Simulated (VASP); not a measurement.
A run of VASP 6.6.1 is set up as follows.

File INCAR:

```
  PREC = Accurate
  ENCUT = 520
  EDIFF = 1E-6
  ISMEAR = 0
  SIGMA = 0.1
  LREAL = False
  LASPH = True
  NELM = 80
  ALGO = Normal
  ISIF = 2
  LWAVE = False
  LCHARG = False
  GGA = PE
  NBANDS = 96
```

Contents of KPOINTS:

```
regular mesh
0
Gamma
  12 12 2
```

The input POSCAR:

```
Ge
1.0
    4.0632249088     -0.0000000289      0.0000000000
   -2.0316124294      3.5188560068      0.0000000000
    0.0000000000      0.0000000000     20.0349342000
Ge
12
Direct
    0.0000000000      0.0000000000      0.6044340000
    0.0000000000      0.0000000000      0.2703420000
    0.6666666667      0.3333333333      0.4374820000
    0.6666666667      0.3333333333      0.7714220000
    0.6666666667      0.3333333333      0.1044770000
    0.3333333333      0.6666666667      0.9373020000
    0.0000000000      0.0000000000      0.3955660000
    0.0000000000      0.0000000000      0.7296580000
    0.6666666667      0.3333333333      0.2285780000
    0.6666666667      0.3333333333      0.5625180000
    0.6666666667      0.3333333333      0.8955230000
    0.3333333333      0.6666666667      0.0626980000
```

Potentials or basis: VASP PAW PBE potentials, release 64 (Ge_d).

Run with:

```console
$ cat potpaw_PBE.64/Ge_d/POTCAR > POTCAR
$ mpirun -np 1 vasp_std > vasp.out
```

Predict the pressure.

-0.1 GPa.

Estimate the largest force.

0.007 eV/Å.

Estimate the band gap on the k mesh.

zero (filled and empty bands touch).

Forces on the atoms (eV/Å):
```
Ge   0.000  0.000 -0.007
Ge   0.000  0.000 -0.006
Ge   0.000  0.000 -0.006
Ge   0.000  0.000 -0.004
Ge   0.000  0.000 -0.003
Ge   0.000  0.000 -0.002
Ge   0.000  0.000  0.007
Ge   0.000  0.000  0.006
Ge   0.000  0.000  0.004
Ge   0.000  0.000  0.006
Ge   0.000  0.000  0.003
Ge   0.000  0.000  0.002
```

Caveat: semilocal functionals underestimate gaps, so a narrow gap can read as zero.
